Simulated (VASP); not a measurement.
Here is a VASP 6.6.1 calculation.

Contents of INCAR:

```
  ALGO = Fast
  EDIFF = 1E-7
  ENCUT = 520
  GGA = PE
  ISIF = 2
  ISMEAR = 0
  LASPH = True
  LCHARG = True
  LELF = True
  LREAL = False
  LVHAR = True
  LWAVE = False
  NBANDS = 8
  NELM = 80
  PREC = Accurate
  SIGMA = 0.15
```

File KPOINTS:

```
k-points
0
Gamma
  20 20 20
```

The input POSCAR:

```
Al
1.0
    0.0000000000      2.0138601000      2.0239800000
    2.0340999000      0.0000000000      2.0239800000
    2.0340999000      2.0138601000      0.0000000000
Al
1
Direct
    0.0000000000      0.0000000000      0.0000000000
```

Potentials or basis: VASP PAW PBE potentials, release 64 (Al).

Launch:

```bash
$ cat potpaw_PBE.64/Al/POTCAR > POTCAR
$ mpirun -np 1 vasp_std > vasp.out
```

Task: Predict the pressure.

Result: -0.5 GPa.

Stress tensor (GPa, compression positive):
```
-0.50  0.00  0.00
 0.00 -0.43  0.00
 0.00  0.00 -0.42
```

Caveat: the cell differs from its parent crystal (strain +0.0050 x Voigt [1, -1, 0, 0, 0, 0]).
